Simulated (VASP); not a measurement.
# CO2 (I-42d) in VASP: single point with PBEsol

Aim: the single point of CO2 with PBEsol.

Everything below comes from runs of VASP 6.6.1. Logs are shortened: lines on timing, memory, paths and dates and some standing lists are left out, and cuts for length are marked.

## (1) The cell of the first run

The structure is tetragonal, space group I-42d (No. 122). The conventional cell has a = 3.918 Å, b = 3.918 Å, c = 5.936 Å, α = 90.00°, β = 90.00°, γ = 90.00°. Within 1.9 Å of C (site symmetry -4) lie 4 O at 1.39 Å. Within 1.9 Å of O (site symmetry 2) lie 2 C at 1.39 Å.

## (2) Single point, PBEsol

INCAR reads:

```
SYSTEM = CO2
PREC = Accurate ; ENCUT = 910
EDIFF = 1E-6 ; ISMEAR = 0
SIGMA = 0.02 ; LREAL = .False.
LASPH = .True. ; NELM = 120
ALGO = Normal ; ISIF = 2
LWAVE = .False. ; LCHARG = .False.
GGA = PS ; NBANDS = 25
GGA_COMPAT = .False.
```

KPOINTS reads:

```
regular mesh
0
Gamma
  8 8 8
  0 0 0
```

POSCAR reads:

```
CO2
1.0
   -1.9590342449      1.9590342449      2.9680909016
    1.9590342449     -1.9590342449      2.9680909016
    1.9590342449      1.9590342449     -2.9680909016
C O
2 4
Direct
    0.0000000000      0.0000000000      0.0000000000
    0.7500000000      0.2500000000      0.5000000000
    0.3750000000      0.2922634796      0.4172634796
    0.7077365204      0.1250000000      0.0827365204
    0.8750000000      0.9577365204      0.5827365204
    0.0422634796      0.6250000000      0.9172634796
```

Potentials or basis: VASP PAW PBE potentials, release 64 (C_h, O_h).

The run is started by

```sh
> cat potpaw_PBE.64/C_h/POTCAR potpaw_PBE.64/O_h/POTCAR > POTCAR
> mpirun -np 1 vasp_std > vasp.out
```

OUTCAR:

```text
SYSTEM = CO2
   PREC = Accurate
   ENCUT = 910
   EDIFF = 1E-6
   ISMEAR = 0
   LREAL = .False.
   LASPH = .True.
   NELM = 120
   ISIF = 2
   GGA = PS

 ion  position               nearest neighbor table
   1  0.000  0.000  0.000-   3 1.39   4 1.39   5 1.39   6 1.39
   2  0.750  0.250  0.500-   4 1.39   5 1.39   6 1.39   3 1.39
   3  0.375  0.292  0.417-   1 1.39   2 1.39
   4  0.708  0.125  0.083-   1 1.39   2 1.39
   5  0.875  0.958  0.583-   1 1.39   2 1.39
   6  0.042  0.625  0.917-   2 1.39   1 1.39

  LATTYP: Found a body centered tetragonal cell.
 ALAT       =     3.9180684898
 C/A-ratio  =     1.5150786207

  Lattice vectors:

 A1 = (  -1.9590342449,   1.9590342449,   2.9680909016)
 A2 = (   1.9590342449,  -1.9590342449,   2.9680909016)
 A3 = (   1.9590342449,   1.9590342449,  -2.9680909016)

Analysis of symmetry for initial positions (statically):
=====================================================================
 Subroutine PRICEL returns:
 Original cell was already a primitive cell.

 Routine SETGRP: Setting up the symmetry group for a
 body centered tetragonal supercell.

 Subroutine GETGRP returns: Found  8 space group operations
 (whereof  4 operations were pure point group operations)
 out of a pool of 16 trial point group operations.

The static configuration has the point symmetry S_4 .
 The point group associated with its full space group is D_2d.

Analysis of symmetry for dynamics (positions and initial velocities):
=====================================================================
 Subroutine PRICEL returns:
 Original cell was already a primitive cell.

 Routine SETGRP: Setting up the symmetry group for a
 body centered tetragonal supercell.

 Subroutine GETGRP returns: Found  8 space group operations
 (whereof  4 operations were pure point group operations)
 out of a pool of 16 trial point group operations.

The dynamic configuration has the point symmetry S_4 .
 The point group associated with its full space group is D_2d.

 Subroutine INISYM returns: Found  8 space group operations
 (whereof  4 operations are pure point group operations),
 and found     1 'primitive' translations

----------------------------------------------------------------------------------------

                                     Primitive cell

  volume of cell :      45.5639

  direct lattice vectors                    reciprocal lattice vectors
    -1.959034245  1.959034245  2.968090902     0.000000000  0.255227800  0.168458452
     1.959034245 -1.959034245  2.968090902     0.255227800  0.000000000  0.168458452
     1.959034245  1.959034245 -2.968090902     0.255227800  0.255227800  0.000000000

  length of vectors
     4.060196294  4.060196294  4.060196294     0.305809549  0.305809549  0.360946616

  position of ions in fractional coordinates (direct lattice)
     0.000000000  0.000000000  0.000000000
     0.750000000  0.250000000  0.500000000
     0.375000000  0.292263480  0.417263480
     0.707736520  0.125000000  0.082736520
     0.875000000  0.957736520  0.582736520
     0.042263480  0.625000000  0.917263480

  ion indices of the primitive-cell ions
   primitive index   ion index
                 1           1
                 2           2
                 3           3
                 4           4
                 5           5
                 6           6

----------------------------------------------------------------------------------------

 KPOINTS: regular mesh

Automatic generation of k-mesh.
 Grid dimensions read from file:
 generate k-points for:    8    8    8

 Generating k-lattice:

  Cartesian coordinates                     Fractional coordinates (reciprocal lattice)
     0.000000000  0.031903475  0.021057307     0.125000000  0.000000000  0.000000000
     0.031903475  0.000000000  0.021057307     0.000000000  0.125000000  0.000000000
     0.031903475  0.031903475  0.000000000     0.000000000  0.000000000  0.125000000

  Length of vectors
     0.038226194  0.038226194  0.045118327

  Shift w.r.t. Gamma in fractional coordinates (k-lattice)
     0.000000000  0.000000000  0.000000000

 Subroutine IBZKPT returns following result:
 ===========================================

 Found     59 irreducible k-points:

 Following reciprocal coordinates:
            Coordinates               Weight
  0.000000  0.000000  0.000000      1.000000
  0.125000  0.000000  0.000000      8.000000
  0.250000  0.000000  0.000000      8.000000
  0.375000  0.000000  0.000000      8.000000
  0.500000  0.000000  0.000000      4.000000
  0.125000  0.125000  0.000000      8.000000
[... 16 lines left out ...]
  0.250000  0.125000  0.125000     16.000000
  0.375000  0.125000  0.125000      8.000000
 [... further k-points ...]
   k-points           NKPTS =     59   k-points in BZ     NKDIM =     59   number of bands    NBANDS=     25
   number of dos      NEDOS =    301   number of ions     NIONS =      6
   total plane-waves  NPLWV =  64000
   dimension x,y,z NGX =    40 NGY =   40 NGZ =   40
   dimension x,y,z NGXF=    80 NGYF=   80 NGZF=   80
   ions per type =               2   4
   NGX,Y,Z   is equivalent  to a cutoff of  16.38, 16.38, 16.38 a.u.
   NGXF,Y,Z  is equivalent  to a cutoff of  32.76, 32.76, 32.76 a.u.
 SYSTEM =  CO2
   PREC   = accura    normal or accurate (medium, high low for compatibility)
   ISTART =      0    job   : 0-new  1-cont  2-samecut
   ICHARG =      2    charge: 1-file 2-atom 10-const
   ISPIN  =      1    spin polarized calculation?
   LNONCOLLINEAR =      F non collinear calculations
   LSORBIT =      F    spin-orbit coupling
   LASPH  =      T    aspherical Exc in radial PAW
   ENCUT  =  910.0 eV  66.88 Ry    8.18 a.u.   9.99  9.99  9.99*2*pi/ulx,y,z
   NELM   =    120;   NELMIN=  2; NELMDL= -5     # of ELM steps
   EDIFF  = 0.1E-05   stopping-criterion for ELM
   LREAL  =      F    real-space projection
   EDIFFG = 0.1E-04   stopping-criterion for IOM
   NSW    =      0    number of steps for IOM
   IBRION =     -1    ionic relax: 0-MD 1-quasi-New 2-CG
   NFREE  =      0    steps in history (QN), initial steepest desc. (CG)
   ISIF   =      2    stress and relaxation
   ISYM   =      2    0-nonsym 1-usesym 2-fastsym
   POTIM  = 0.5000    time-step for ionic-motion
   TEBEG  =    0.0;   TEEND  =   0.0 temperature during run
   PSTRESS=    0.0 pullay stress
   NELECT =      32.0000    total number of electrons
   NUPDOWN=      -1.0000    fix difference up-down
   EMIN   =  10.00;   EMAX   =-10.00  energy-range for DOS
   EFERMI =   0.00;   METHOD = LEGACY
   ISMEAR =     0;   SIGMA  =   0.02  broadening in eV -4-tet -1-fermi 0-gaus
   EFERMI_NEDOS =   21; number of points for ismear=-14 and -15
   IALGO  =     38    algorithm
   IMIX   =      4    mixing-type and parameters
     AMIX     =   0.40;   BMIX     =  1.00
     AMIX_MAG =   1.60;   BMIX_MAG =  1.00
  volume/ion in A,a.u.               =       7.59        51.25
  Fermi-wavevector in a.u.,A,eV,Ry     =   1.455183  2.749898 28.811137  2.117559
  Thomas-Fermi vector in A             =   2.572248
   LORBIT       =      0    0 simple, 1 ext, 2 COOP (PROOUT), +10 PAW based schemes
   GGA     = PS    functional components
   LHFCALC =     F    Hartree Fock is set to
   AEXX    =    0.0000 exact exchange contribution
   IVDW    =     0    specifies the selected vdW correction
   LEPSILON=     F    determine dielectric tensor
   LRPA    =     F    only Hartree local field effects (RPA)
 non-spin polarized calculation
 Gauss-broadening in eV      SIGMA  =   0.02
  energy-cutoff  :      910.00
  volume of cell :       45.56
 maximum number of plane-waves:      2874
   NGX = 19   NGY = 19   NGZ = 19

 number of electron      31.9999999 magnetization

 Free energy of the ion-electron system (eV)
  ---------------------------------------------------
  ext. energy  EPLUGINS =         0.00000000
  ---------------------------------------------------
  free energy    TOTEN  =       -46.38582812 eV

  energy without entropy =      -46.38582812  energy(sigma->0) =      -46.38582812

 E-fermi :   3.5209     XC(G=0): -11.5603

 val. band max:        3.3780389482   @ k =   0.5000   0.0000   0.0000
 cond. band min:      11.0093167322   @ k =   0.0000   0.0000   0.0000
 fundamental gap:      7.6312777840
 Fermi energy:         3.5209031410

 k-point     1 :       0.0000    0.0000    0.0000
  band No.  band energies     occupation
      1     -20.8101      2.00000
      2     -15.5726      2.00000
      3     -15.5726      2.00000
      4     -14.8570      2.00000
      5     -11.2720      2.00000
      6      -6.4631      2.00000
[... 17 lines left out ...]
     24      18.6160      0.00000
     25      18.6160      0.00000

 k-point     2 :       0.1250    0.0000    0.0000
  band No.  band energies     occupation
      1     -20.7058      2.00000
      2     -15.8158      2.00000
      3     -15.6013      2.00000
      4     -15.0026      2.00000
      5     -10.9396      2.00000
      6      -6.4441      2.00000
[... 17 lines left out ...]
     24      18.5494      0.00000
     25      18.7571      0.00000

 k-point     3 :       0.2500    0.0000    0.0000
  band No.  band energies     occupation
      1     -20.4122      2.00000
      2     -16.5073      2.00000
      3     -15.6599      2.00000
      4     -15.1668      2.00000
      5     -10.2753      2.00000
      6      -6.4190      2.00000
[... 17 lines left out ...]
     24      18.2466      0.00000
     25      18.7828      0.00000

 k-point     4 :       0.3750    0.0000    0.0000
  band No.  band energies     occupation
      1     -20.0150      2.00000
      2     -17.2680      2.00000
      3     -15.7048      2.00000
      4     -15.2717      2.00000
      5      -9.7339      2.00000
      6      -6.3673      2.00000
[... 17 lines left out ...]
     24      17.9861      0.00000
     25      18.4766      0.00000

 k-point     5 :       0.5000    0.0000    0.0000
  band No.  band energies     occupation
      1     -19.7857      2.00000
      2     -17.6342      2.00000
      3     -15.7194      2.00000
      4     -15.3128      2.00000
      5      -9.5393      2.00000
      6      -6.3306      2.00000
[... 17 lines left out ...]
     24      17.8841      0.00000
     25      18.5057      0.00000

 k-point     6 :       0.1250    0.1250    0.0000
  band No.  band energies     occupation
      1     -20.5378      2.00000
      2     -16.1653      2.00000
      3     -15.6536      2.00000
      4     -15.1971      2.00000
      5     -10.4599      2.00000
      6      -6.5196      2.00000
[... 17 lines left out ...]
     24      18.4557      0.00000
     25      18.7024      0.00000
[... 393 lines left out ...]
 k-point    21 :       0.5000    0.5000    0.0000
  band No.  band energies     occupation
      1     -18.7555      2.00000
      2     -18.7555      2.00000
      3     -15.6472      2.00000
      4     -15.6472      2.00000
      5      -8.2798      2.00000
      6      -8.2798      2.00000
[... 17 lines left out ...]
     24      18.1812      0.00000
     25      18.5797      0.00000

 k-point    22 :       0.1250    0.1250    0.1250
  band No.  band energies     occupation
      1     -20.1450      2.00000
      2     -16.9892      2.00000
      3     -15.7228      2.00000
      4     -15.2445      2.00000
      5      -9.8419      2.00000
      6      -6.9722      2.00000
[... 17 lines left out ...]
     24      18.2113      0.00000
     25      19.0394      0.00000

 k-point    23 :       0.2500    0.1250    0.1250
  band No.  band energies     occupation
      1     -19.7453      2.00000
      2     -17.6076      2.00000
      3     -15.7763      2.00000
      4     -15.3691      2.00000
      5      -9.3160      2.00000
      6      -7.0356      2.00000
[... 17 lines left out ...]
     24      18.0383      0.00000
     25      18.5556      0.00000

 k-point    24 :       0.3750    0.1250    0.1250
  band No.  band energies     occupation
      1     -19.4995      2.00000
      2     -17.9406      2.00000
      3     -15.7921      2.00000
      4     -15.4220      2.00000
      5      -9.0934      2.00000
      6      -7.0323      2.00000
[... 17 lines left out ...]
     24      17.8314      0.00000
     25      18.9326      0.00000

 [... further k-points ...]
[... 5 lines left out ...]
  --------------------------------------------------------------------------------------
  -------------------------------------------------------------------------------------
  Total       -0.0854563     -0.0854563     -0.1310413      0.0000000      0.0000000      0.0000000
  in kB       -3.0049227     -3.0049227     -4.6078426      0.0000000      0.0000000      0.0000000
  external PRESSURE =      -3.5392294 kB  Pullay stress =       0.0000000 kB

 VOLUME and BASIS-vectors are now :
 -----------------------------------------------------------------------------
  energy-cutoff  :      910.00
  volume of cell :       45.56
      direct lattice vectors                 reciprocal lattice vectors
    -1.959034245  1.959034245  2.968090902     0.000000000  0.255227800  0.168458452
     1.959034245 -1.959034245  2.968090902     0.255227800  0.000000000  0.168458452
     1.959034245  1.959034245 -2.968090902     0.255227800  0.255227800  0.000000000

 POSITION                                       TOTAL-FORCE (eV/Angst)
 -----------------------------------------------------------------------------------
      0.00000      0.00000      0.00000        -0.000000      0.000000     -0.000000
     -0.00000      1.95903      1.48405        -0.000000      0.000000      0.000000
      0.65535      0.97952      0.74202         0.030408      0.000000     -0.000000
     -0.97952      1.30368      2.22607        -0.000000     -0.030408     -0.000000
      1.30368      0.97952      3.71011        -0.030408      0.000000     -0.000000
      2.93855      0.65535     -0.74202         0.000000      0.030408     -0.000000
 -----------------------------------------------------------------------------------
    total drift:                                0.000001      0.000001      0.000001

  FREE ENERGIE OF THE ION-ELECTRON SYSTEM (eV)
  ---------------------------------------------------
  free  energy   TOTEN  =       -46.3858281155 eV

  energy  without entropy=      -46.3858281155  energy(sigma->0) =      -46.38582812
```

Run time: 2.8 min. Hardware: 1 thread of AMD EPYC 7R13 (Zen 3), shared host; peak memory 0.27 GiB.

What came out:

* Free energy: -46.3858 eV
* Pressure: -0.4 GPa
* Largest force: 0.030 eV/Å
* Band gap on the k mesh: 7.63 eV (least direct gap 8.06 eV)

Forces on the atoms (eV/Å):
```
C    0.000  0.000  0.000
C    0.000  0.000  0.000
O    0.030  0.000  0.000
O    0.000 -0.030  0.000
O   -0.030  0.000  0.000
O    0.000  0.030  0.000
```

Stress tensor (GPa, compression positive):
```
-0.30  0.00  0.00
 0.00 -0.30  0.00
 0.00  0.00 -0.46
```

Caveat: the PAW data sets were made with another functional, which shifts forces and pressure a little. Expect the measured gap to be larger: semilocal functionals such as PBEsol lack the derivative discontinuity.
